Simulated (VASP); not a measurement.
A run of VASP 6.6.1 is set up as follows.

Contents of INCAR:

```
PREC     = Accurate       # precision mode
ENCUT    = 520            # plane-wave cutoff, eV
EDIFF    = 1E-6           # SCF threshold, eV
ISMEAR   = -1             # smearing method
SIGMA    = 0.05           # smearing width, eV
LREAL    = F              # projectors in reciprocal space
LASPH    = T              # aspherical terms in the spheres
NELM     = 60             # most SCF steps
ALGO     = Fast           # electronic algorithm
ISIF     = 2              # what is computed and relaxed
LWAVE    = F              # write WAVECAR
LCHARG   = F              # write CHGCAR
NBANDS   = 17             # bands
```

Contents of KPOINTS:

```
Automatic mesh
0
Gamma
  11 11 6
```

POSCAR

```
Pd
1.0
    2.7268396102      0.0000000000      0.0000000000
   -1.3634198051      2.3615123745      0.0000000000
    0.0000000000      0.0000000000      4.5343992815
Pd
2
Direct
    0.3333333333      0.6666666667      0.2500000000
    0.6666666667      0.3333333333      0.7500000000
```

Potentials or basis: VASP PAW LDA potentials, release 64 (Pd).

Launch:

```bash
$ cat potpaw_LDA.64/Pd/POTCAR > POTCAR
$ mpirun -np 1 vasp_std > vasp.out
```

Q: Estimate the band gap on the k mesh.

A: Zero (band 10 reaches 9.94 eV, above the bottom of band 11 at 9.05 eV).

Q: Predict the pressure.

A: -5.3 GPa.

Stress tensor (GPa, compression positive):
```
-5.46  0.00  0.00
 0.00 -5.46  0.00
 0.00  0.00 -4.98
```
